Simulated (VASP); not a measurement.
# Hg8H (R-3m) in VASP: single point with r2SCAN

Aim: the single point of Hg8H with r2SCAN.

Program: VASP 6.6.1. These are calculated values, not measurements. Logs are shortened: lines on timing, memory, paths and dates and some standing lists are left out, and cuts for length are marked.

**1. The cell of the first run**

The structure is trigonal, space group R-3m (No. 166). The conventional cell has a = 7.869 Å, b = 7.869 Å, c = 12.211 Å, α = 90.00°, β = 90.00°, γ = 120.00°. Hg (site symmetry 3m) has 12 Hg at 3.03 to 3.97 Å and 1 H at 3.40 Å within 4.0 Å. Hg (site symmetry m) has 1 H at 2.42 Å and 6 Hg at 3.00 to 3.13 Å within 3.2 Å. Within 3.2 Å of H (site symmetry -3m) lie 6 Hg at 2.42 Å.

**2. Single point, r2SCAN**

Input file POSCAR:

```
Hg8H
1.0
    3.9342728880      2.2714535109      4.0704399532
   -3.9342728880      2.2714535109      4.0704399532
    0.0000000000     -4.5429070219      4.0704399532
Hg H
8 1
Direct
   -0.0283402914     -0.0283402914     -0.0283402914
   -0.0000153216     -0.0000153216      0.4675302058
   -0.0000153216      0.4675302058     -0.0000153216
    0.0324697942      0.5000153216      0.5000153216
    0.4675302058     -0.0000153216     -0.0000153216
    0.5000153216      0.0324697942      0.5000153216
    0.5000153216      0.5000153216      0.0324697942
    0.5283402914      0.5283402914      0.5283402914
    0.2500000000      0.2500000000      0.2500000000
```

Input file INCAR.step1:

```
SYSTEM = Hg8H
ALGO = Normal
EDIFF = 1E-4
ENCUT = 520
GGA = PE
ISMEAR = 0
LASPH = .True.
LCHARG = .False.
LREAL = .False.
LWAVE = .True.
NBANDS = 58
NELM = 80
PREC = Accurate
SIGMA = 0.1
```

Input file INCAR.step2:

```
SYSTEM = Hg8H
ALGO = Normal
EDIFF = 1E-6
ENCUT = 520
ISIF = 2
ISMEAR = 0
ISTART = 1
LASPH = .True.
LCHARG = .False.
LMIXTAU = .True.
LREAL = .False.
LWAVE = .False.
METAGGA = R2SCAN
NBANDS = 58
NELM = 80
PREC = Accurate
SIGMA = 0.1
```

Input file KPOINTS:

```
k-points
0
Gamma
  6 6 6
  0 0 0
```

Potentials or basis: VASP PAW PBE potentials, release 64 (Hg, H).

Command:

```bash
$ cat potpaw_PBE.64/Hg/POTCAR potpaw_PBE.64/H/POTCAR > POTCAR
$ cp INCAR.step1 INCAR
$ mpirun -np 1 vasp_std > vasp.out
$ cp INCAR.step2 INCAR
$ mpirun -np 1 vasp_std > vasp.out
```

OUTCAR:

```text
SYSTEM = Hg8H
   EDIFF = 1E-6
   ENCUT = 520
   ISIF = 2
   ISMEAR = 0
   ISTART = 1
   LASPH = .True.
   LREAL = .False.
   METAGGA = R2SCAN
   NELM = 80
   PREC = Accurate

 ion  position               nearest neighbor table
   1  0.972  0.972  0.972-   3 3.03   5 3.03   2 3.03   5 3.09   3 3.09   2 3.09
   2  1.000  1.000  0.468-   4 3.00   6 3.00   1 3.03   1 3.09   6 3.13   4 3.13   5 3.68   3 3.68

   3  1.000  0.468  1.000-   7 3.00   4 3.00   1 3.03   1 3.09   7 3.13   4 3.13   2 3.68   5 3.68

   4  0.032  0.500  0.500-   2 3.00   3 3.00   8 3.03   8 3.09   2 3.13   3 3.13   7 3.68   6 3.68

   5  0.468  1.000  1.000-   7 3.00   6 3.00   1 3.03   1 3.09   7 3.13   6 3.13   2 3.68   3 3.68

   6  0.500  0.032  0.500-   2 3.00   5 3.00   8 3.03   8 3.09   2 3.13   5 3.13   7 3.68   4 3.68

   7  0.500  0.500  0.032-   3 3.00   5 3.00   8 3.03   8 3.09   5 3.13   3 3.13   4 3.68   6 3.68

   8  0.528  0.528  0.528-   4 3.03   6 3.03   7 3.03   4 3.09   6 3.09   7 3.09
   9  0.250  0.250  0.250-

  LATTYP: Found a trigonal (rhomboedric) cell.
 ALAT       =     6.0997119294
 COS(alpha) =     0.1679674713

  Lattice vectors:

 A1 = (   3.9342728880,   2.2714535109,   4.0704399532)
 A2 = (  -3.9342728880,   2.2714535109,   4.0704399532)
 A3 = (   0.0000000000,  -4.5429070219,   4.0704399532)

Analysis of symmetry for initial positions (statically):
=====================================================================
 Subroutine PRICEL returns:
 Original cell was already a primitive cell.

 Routine SETGRP: Setting up the symmetry group for a
 trigonal (rhombohedral) supercell.

 Subroutine GETGRP returns: Found 12 space group operations
 (whereof  6 operations were pure point group operations)
 out of a pool of 12 trial point group operations.

The static configuration has the point symmetry C_3v.
 The point group associated with its full space group is D_3d.

Analysis of symmetry for dynamics (positions and initial velocities):
=====================================================================
 Subroutine PRICEL returns:
 Original cell was already a primitive cell.

 Routine SETGRP: Setting up the symmetry group for a
 trigonal (rhombohedral) supercell.

 Subroutine GETGRP returns: Found 12 space group operations
 (whereof  6 operations were pure point group operations)
 out of a pool of 12 trial point group operations.

The dynamic configuration has the point symmetry C_3v.
 The point group associated with its full space group is D_3d.

 Subroutine INISYM returns: Found 12 space group operations
 (whereof  6 operations are pure point group operations),
 and found     1 'primitive' translations

----------------------------------------------------------------------------------------

                                     Primitive cell

  volume of cell :     218.2534

  direct lattice vectors                    reciprocal lattice vectors
     3.934272888  2.271453511  4.070439953     0.127088287  0.073374456  0.081891230
    -3.934272888  2.271453511  4.070439953    -0.127088287  0.073374456  0.081891230
     0.000000000 -4.542907022  4.070439953     0.000000000 -0.146748913  0.081891230

  length of vectors
     6.099711929  6.099711929  6.099711929     0.168051828  0.168051828  0.168051828

  position of ions in fractional coordinates (direct lattice)
     0.971659709  0.971659709  0.971659709
     0.999984678  0.999984678  0.467530206
     0.999984678  0.467530206  0.999984678
     0.032469794  0.500015322  0.500015322
     0.467530206  0.999984678  0.999984678
     0.500015322  0.032469794  0.500015322
     0.500015322  0.500015322  0.032469794
     0.528340291  0.528340291  0.528340291
     0.250000000  0.250000000  0.250000000

  ion indices of the primitive-cell ions
   primitive index   ion index
                 1           1
                 2           2
                 3           3
                 4           4
                 5           5
                 6           6
                 7           7
                 8           8
                 9           9

----------------------------------------------------------------------------------------

 KPOINTS: k-points

Automatic generation of k-mesh.
 Grid dimensions read from file:
 generate k-points for:    6    6    6

 Generating k-lattice:

  Cartesian coordinates                     Fractional coordinates (reciprocal lattice)
     0.021181381  0.012229076  0.013648538     0.166666667 -0.000000000  0.000000000
    -0.021181381  0.012229076  0.013648538    -0.000000000  0.166666667  0.000000000
     0.000000000 -0.024458152  0.013648538    -0.000000000 -0.000000000  0.166666667

  Length of vectors
     0.028008638  0.028008638  0.028008638

  Shift w.r.t. Gamma in fractional coordinates (k-lattice)
     0.000000000  0.000000000  0.000000000

 Subroutine IBZKPT returns following result:
 ===========================================

 Found     32 irreducible k-points:

 Following reciprocal coordinates:
            Coordinates               Weight
  0.000000  0.000000  0.000000      1.000000
  0.166667  0.000000  0.000000      6.000000
  0.333333 -0.000000  0.000000      6.000000
  0.500000 -0.000000  0.000000      3.000000
  0.166667  0.166667  0.000000      6.000000
  0.333333  0.166667  0.000000     12.000000
[... 16 lines left out ...]
  0.500000  0.500000  0.166667      6.000000
 -0.333333  0.500000  0.166667     12.000000
 [... further k-points ...]
   k-points           NKPTS =     32   k-points in BZ     NKDIM =     32   number of bands    NBANDS=     58
   number of dos      NEDOS =    301   number of ions     NIONS =      9
   total plane-waves  NPLWV = 110592
   dimension x,y,z NGX =    48 NGY =   48 NGZ =   48
   dimension x,y,z NGXF=    96 NGYF=   96 NGZF=   96
   ions per type =               8   1
   NGX,Y,Z   is equivalent  to a cutoff of  13.08, 13.08, 13.08 a.u.
   NGXF,Y,Z  is equivalent  to a cutoff of  26.16, 26.16, 26.16 a.u.
 SYSTEM =  Hg8H
   PREC   = accura    normal or accurate (medium, high low for compatibility)
   ISTART =      1    job   : 0-new  1-cont  2-samecut
   ICHARG =      0    charge: 1-file 2-atom 10-const
   ISPIN  =      1    spin polarized calculation?
   LNONCOLLINEAR =      F non collinear calculations
   LSORBIT =      F    spin-orbit coupling
   LASPH  =      T    aspherical Exc in radial PAW
   ENCUT  =  520.0 eV  38.22 Ry    6.18 a.u.  11.34 11.34 11.34*2*pi/ulx,y,z
   NELM   =     80;   NELMIN=  2; NELMDL=  0     # of ELM steps
   EDIFF  = 0.1E-05   stopping-criterion for ELM
   LREAL  =      F    real-space projection
   EDIFFG = 0.1E-04   stopping-criterion for IOM
   NSW    =      0    number of steps for IOM
   IBRION =     -1    ionic relax: 0-MD 1-quasi-New 2-CG
   NFREE  =      0    steps in history (QN), initial steepest desc. (CG)
   ISIF   =      2    stress and relaxation
   ISYM   =      2    0-nonsym 1-usesym 2-fastsym
   POTIM  = 0.5000    time-step for ionic-motion
   TEBEG  =    0.0;   TEEND  =   0.0 temperature during run
   PSTRESS=    0.0 pullay stress
   NELECT =      97.0000    total number of electrons
   NUPDOWN=      -1.0000    fix difference up-down
   EMIN   =  10.00;   EMAX   =-10.00  energy-range for DOS
   EFERMI =   0.00;   METHOD = LEGACY
   ISMEAR =     0;   SIGMA  =   0.10  broadening in eV -4-tet -1-fermi 0-gaus
   EFERMI_NEDOS =   21; number of points for ismear=-14 and -15
   IALGO  =     38    algorithm
   IMIX   =      4    mixing-type and parameters
     AMIX     =   0.40;   BMIX     =  1.00
     AMIX_MAG =   1.60;   BMIX_MAG =  1.00
  volume/ion in A,a.u.               =      24.25       163.65
  Fermi-wavevector in a.u.,A,eV,Ry     =   1.249334  2.360898 21.236443  1.560835
  Thomas-Fermi vector in A             =   2.383379
   LORBIT       =      0    0 simple, 1 ext, 2 COOP (PROOUT), +10 PAW based schemes
   METAGGA = R2SCAN    functional components
   LHFCALC =     F    Hartree Fock is set to
   AEXX    =    0.0000 exact exchange contribution
   IVDW    =     0    specifies the selected vdW correction
   LEPSILON=     F    determine dielectric tensor
   LRPA    =     F    only Hartree local field effects (RPA)
 non-spin polarized calculation
 Gauss-broadening in eV      SIGMA  =   0.10
  energy-cutoff  :      520.00
  volume of cell :      218.25
 maximum number of plane-waves:      5913
 NGX is ok and might be reduce to    48
   NGX = 23   NGY = 23   NGZ = 23

 number of electron      96.9999982 magnetization

 Free energy of the ion-electron system (eV)
  ---------------------------------------------------
  ext. energy  EPLUGINS =         0.00000000
  ---------------------------------------------------
  free energy    TOTEN  =      -396.72887395 eV

  energy without entropy =     -396.71606036  energy(sigma->0) =     -396.72246716

 E-fermi :   1.7323     XC(G=0): -10.6926

 val. band max:        1.7244389850   @ k =  -0.3333   0.3333   0.1667
 cond. band min:       1.7398194769   @ k =   0.3333   0.1667   0.1667
 fundamental gap:      0.0153804919
 Fermi energy:         1.7323382845

 k-point     1 :       0.0000    0.0000    0.0000
  band No.  band energies     occupation
      1      -7.1760      2.00000
      2      -6.3510      2.00000
      3      -6.2970      2.00000
      4      -6.2970      2.00000
      5      -6.1982      2.00000
      6      -6.1982      2.00000
[... 50 lines left out ...]
     57       4.8758      0.00000
     58       4.9285      0.00000

 k-point     2 :       0.1667    0.0000    0.0000
  band No.  band energies     occupation
      1      -7.0788      2.00000
      2      -6.3214      2.00000
      3      -6.2912      2.00000
      4      -6.2462      2.00000
      5      -6.1988      2.00000
      6      -6.1969      2.00000
[... 50 lines left out ...]
     57       5.1686      0.00000
     58       5.4486      0.00000

 k-point     3 :       0.3333   -0.0000    0.0000
  band No.  band energies     occupation
      1      -6.8730      2.00000
      2      -6.3324      2.00000
      3      -6.2744      2.00000
      4      -6.2041      2.00000
      5      -6.2019      2.00000
      6      -6.1827      2.00000
[... 1216 lines left out ...]
      3      -6.1028      2.00000
      4      -6.0779      2.00000
      5      -5.9468      2.00000
      6      -5.7796      2.00000
[... 50 lines left out ...]
     57       7.3490      0.00000
     58       7.6276      0.00000

 k-point    24 :      -0.3333    0.5000    0.1667
  band No.  band energies     occupation
      1      -6.5249      2.00000
      2      -6.1724      2.00000
      3      -6.1158      2.00000
      4      -6.0870      2.00000
      5      -5.9641      2.00000
      6      -5.8980      2.00000
[... 50 lines left out ...]
     57       6.7842      0.00000
     58       7.0545      0.00000

 [... further k-points ...]

------------------------ aborting loop because EDIFF is reached ----------------------------------------

  FORCE on cell =-STRESS in cart. coord.  units (eV):
  Direction    XX          YY          ZZ          XY          YZ          ZX
  --------------------------------------------------------------------------------------
  -------------------------------------------------------------------------------------
  Total        0.4327915      0.4327915      0.4802103      0.0000000     -0.0000000      0.0000000
  in kB        3.1770815      3.1770815      3.5251786      0.0000000     -0.0000000      0.0000000
  external PRESSURE =       3.2931139 kB  Pullay stress =       0.0000000 kB

 VOLUME and BASIS-vectors are now :
 -----------------------------------------------------------------------------
  energy-cutoff  :      520.00
  volume of cell :      218.25
      direct lattice vectors                 reciprocal lattice vectors
     3.934272888  2.271453511  4.070439953     0.127088287  0.073374456  0.081891230
    -3.934272888  2.271453511  4.070439953    -0.127088287  0.073374456  0.081891230
     0.000000000 -4.542907022  4.070439953     0.000000000 -0.146748913  0.081891230

 POSITION                                       TOTAL-FORCE (eV/Angst)
 -----------------------------------------------------------------------------------
      0.00000     -0.00000     11.86525        -0.000000     -0.000000      0.000808
      0.00000      2.41889     10.04381        -0.000000      0.006653      0.000552
      2.09482     -1.20945     10.04381         0.005761     -0.003326      0.000552
     -1.83945     -1.06201      4.20273         0.005761      0.003326     -0.000552
     -2.09482     -1.20945     10.04381        -0.005761     -0.003326      0.000552
      1.83945     -1.06201      4.20273        -0.005761      0.003326     -0.000552
      0.00000      2.12402      4.20273        -0.000000     -0.006653     -0.000552
      0.00000     -0.00000      6.45173        -0.000000      0.000000     -0.000808
      0.00000     -0.00000      3.05283        -0.000000      0.000000      0.000000
 -----------------------------------------------------------------------------------
    total drift:                               -0.000000      0.000000     -0.000000

  FREE ENERGIE OF THE ION-ELECTRON SYSTEM (eV)
  ---------------------------------------------------
  free  energy   TOTEN  =      -396.7288739523 eV

  energy  without entropy=     -396.7160603627  energy(sigma->0) =     -396.72246716
```

It took 12 min on 1 thread of Intel Xeon 6975P-C (Granite Rapids), shared host; peak memory 0.53 GiB.

Results:

* Free energy: -396.7289 eV
* Pressure: 0.3 GPa
* Largest force: 0.007 eV/Å
* Band gap on the k mesh: zero (an odd number of electrons rules out a gap without spin polarisation)

Forces on the atoms (eV/Å):
```
Hg   0.000  0.000  0.001
Hg   0.000  0.007  0.001
Hg   0.006 -0.003  0.001
Hg   0.006  0.003 -0.001
Hg  -0.006 -0.003  0.001
Hg  -0.006  0.003 -0.001
Hg   0.000 -0.007 -0.001
Hg   0.000  0.000 -0.001
H    0.000  0.000  0.000
```

Levels at points of the mesh, in eV from the Fermi level:
```
           k point  band 45  band 46  band 47  band 48  band 49  band 50  band 51  band 52
(0.00, 0.00, 0.00)    -2.86    -1.49    -1.49     0.40     0.40     0.49     0.57     0.85
(0.50, 0.00, 0.00)    -2.41    -2.32    -1.76    -0.18     0.21     0.24     0.63     0.65
(0.50, 0.50, 0.00)    -2.46    -2.22    -1.13    -1.08    -0.18     1.60     1.61     1.67
(0.50, 0.50, 0.50)    -4.04    -4.04    -4.02    -4.02     1.07     4.18     4.60     4.60
```

Caveat: the PAW data sets were made with another functional, which shifts forces and pressure a little; spin-orbit coupling is left out, which moves the levels of the heavy elements.
